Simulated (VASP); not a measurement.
Wanted: the native input for a VASP 6.6.1 run.

* Task: single point
* Functional: PBE
* Potentials or basis: VASP PAW PBE potentials, release 64 (Zr_sv, Al, N)
* Cutoff: 600 eV
* k mesh: 6 × 6 × 1
* Occupations: gaussian, width 0.1 eV
* Spin: no spin polarisation
* Dipole correction: no
* Further INCAR settings: ALGO = Normal; EDIFF = 1e-06; NBANDS = 54

The structure of Zr2AlN3 lies in POSCAR:

```
Zr2AlN3
1.0
    3.0902807050     -0.0000000027      0.0000000000
   -1.5451403502      2.6762615967      0.0000000000
    0.0000000000      0.0000000000     16.2881580243
Zr Al N
4 2 6
Direct
    0.3333333333      0.6666666667      0.0838344118
    0.3333333333      0.6666666667      0.4161655882
    0.6666666667      0.3333333333      0.5838344118
    0.6666666667      0.3333333333      0.9161655882
    0.3333333333      0.6666666667      0.7500000000
    0.6666666667      0.3333333333      0.2500000000
    0.0000000000      0.0000000000      0.0000000000
    0.0000000000      0.0000000000      0.3264424559
    0.0000000000      0.0000000000      0.6735575441
    0.0000000000      0.0000000000      0.1735575441
    0.0000000000      0.0000000000      0.5000000000
    0.0000000000      0.0000000000      0.8264424559
```

The input as run:

INCAR

```
PREC = Accurate
ENCUT = 600
EDIFF = 1E-6
ISMEAR = 0
SIGMA = 0.1
LREAL = False
LASPH = True
NELM = 120
ALGO = Normal
ISIF = 2
LWAVE = False
LCHARG = False
GGA = PE
NBANDS = 54
GGA_COMPAT = False
```

KPOINTS

```
Automatic mesh
0
Gamma
  6 6 1
```

Potentials or basis: VASP PAW PBE potentials, release 64 (Zr_sv, Al, N).

Launch:

```bash
$ cat potpaw_PBE.64/Zr_sv/POTCAR potpaw_PBE.64/Al/POTCAR potpaw_PBE.64/N/POTCAR > POTCAR
$ mpirun -np 1 vasp_std > vasp.out
```

It gave:

The pressure is -0.3 GPa. The largest force is 0.039 eV/Å. The band gap on the k mesh is zero (bands 42 and 43 overlap by 0.89 eV).

Caveat: the k points lie up to 0.39 Å⁻¹ apart, too coarse for converged energies and pressures of a metal.

Run time: 69 s on 1 thread of Intel(R) Xeon(R) 6975P-C (Granite Rapids), with other jobs on the host, peak memory 0.32 GiB.
